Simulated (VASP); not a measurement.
Write the native input for VASP 6.6.1 that does the following.

* Task: relaxation of cell and atoms
* Functional: PBE
* Potentials or basis: VASP PAW PBE potentials, release 64 (Ga_d, H)
* Cutoff: 600 eV
* k mesh: 4 × 4 × 4
* Occupations: gaussian, width 0.1 eV
* Spin: no spin polarisation
* Dipole correction: no
* Further INCAR settings: ALGO = Normal; EDIFF = 1e-07; IBRION = 2; EDIFFG = -0.04; NSW = 90; ISIF = 3

The structure of Ga3H lies in POSCAR:

```
Ga3H
1.0
    0.0000000000      3.4549447200      3.4549447200
    3.4549447200      0.0000000000      3.4549447200
    3.4549447200      3.4549447200      0.0000000000
Ga H
3 1
Direct
    0.2500000000      0.2500000000      0.2500000000
    0.5000000000      0.5000000000      0.5000000000
    0.7500000000      0.7500000000      0.7500000000
    0.0000000000      0.0000000000      0.0000000000
```

The cell was generated, and may not be a known phase.

The input as run:

INCAR

```
PREC = Accurate
ENCUT = 600
EDIFF = 1E-7
ISMEAR = 0
SIGMA = 0.1
LREAL = F
LASPH = T
NELM = 80
ALGO = Normal
ISIF = 3
LWAVE = F
LCHARG = F
GGA = PE
IBRION = 2
NSW = 90
EDIFFG = -0.04
```

KPOINTS

```
Automatic mesh
0
Gamma
  4 4 4
```

Potentials or basis: VASP PAW PBE potentials, release 64 (Ga_d, H).

Launch:

```bash
$ cat potpaw_PBE.64/Ga_d/POTCAR potpaw_PBE.64/H/POTCAR > POTCAR
$ mpirun -np 1 vasp_std > vasp.out
```

It gave:

| Property | Result |
| --- | --- |
| Relaxed volume | 15.27 Å³/atom |
| Relaxed cell | a = 4.420 Å, b = 4.420 Å, c = 4.420 Å, α = 60.00°, β = 60.00°, γ = 60.00° |
| Space group after relaxing (to 0.1 Å) | Fm-3m (No. 225) |
| Energy gained by relaxing | 166.5 meV/atom |
| Ionic steps | 3 |
| Pressure after relaxing | -0.1 GPa |
| Band gap on the k mesh | zero (bands 20 and 21 overlap by 3.55 eV) |

Caveat: the k points lie up to 0.44 Å⁻¹ apart in the final cell, too coarse for converged energies and pressures of a metal; the volume moved by over 15 % at a fixed basis, so the end points are rough.

It took 92 s on 1 thread of Intel Xeon 8259CL, with other jobs on the host, peak memory 0.25 GiB.
